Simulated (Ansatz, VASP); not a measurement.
**One calculation of SrO, two programs**

Contents of INCAR:

```
ALGO = Normal
EDIFF = 1E-6
ENCUT = 520
GGA = PE
ISIF = 2
ISMEAR = -1
LASPH = T
LCHARG = F
LREAL = F
LWAVE = F
NBANDS = 15
NELM = 100
PREC = Accurate
SIGMA = 0.02
```

KPOINTS

```
k-points
0
Gamma
  8 8 8
```

Contents of POSCAR:

```
SrO
1.0
    0.0000000000      2.5482040210      2.5482040210
    2.5482040210      0.0000000000      2.5482040210
    2.5482040210      2.5482040210      0.0000000000
Sr O
1 1
Direct
    0.0000000000      0.0000000000      0.0000000000
    0.5000000000      0.5000000000      0.5000000000
```

Input for Ansatz:

```yaml
crystal:
  lattice:
    - [0.0, 2.548204021, 2.548204021]
    - [2.548204021, 0.0, 2.548204021]
    - [2.548204021, 2.548204021, 0.0]
  atoms:
    - { symbol: Sr, position: [0.0, 0.0, 0.0] }
    - { symbol: O, position: [0.5, 0.5, 0.5] }
kpoints:
  mp_grid: { grid: [8, 8, 8] }
scf:
  occupations: { method: fermi_dirac, width: 0.02 }
hamiltonian:
  xc: pbe
  pseudopotentials: { kind: all_electron, lapw: { basis_error: 0.00025 } }
output:
  forces: true
  stress: true
  eigenvalues: true
```

Change from the starting cell: volume scaled by 0.975.

Alike in both runs: task single point; functional PBE; k mesh 8 × 8 × 8; occupations fermi-dirac, width 0.02 eV; no spin polarisation.

|  | VASP | Ansatz |
| --- | --- | --- |
| version | VASP 6.6.1 | Ansatz 0.2.0 |
| potentials or method | VASP PAW PBE potentials, release 64 (Sr_sv, O), cutoff 520 eV | all-electron LAPW, scalar-relativistic |

```csv
,VASP,Ansatz,Ansatz less VASP
gap on the k mesh at the Fermi level (eV),3.25,3.30,+0.050
pressure (GPa),6.2,5.5,-0.66
```

Ansatz ran all-electron here, and VASP with PAW potentials.
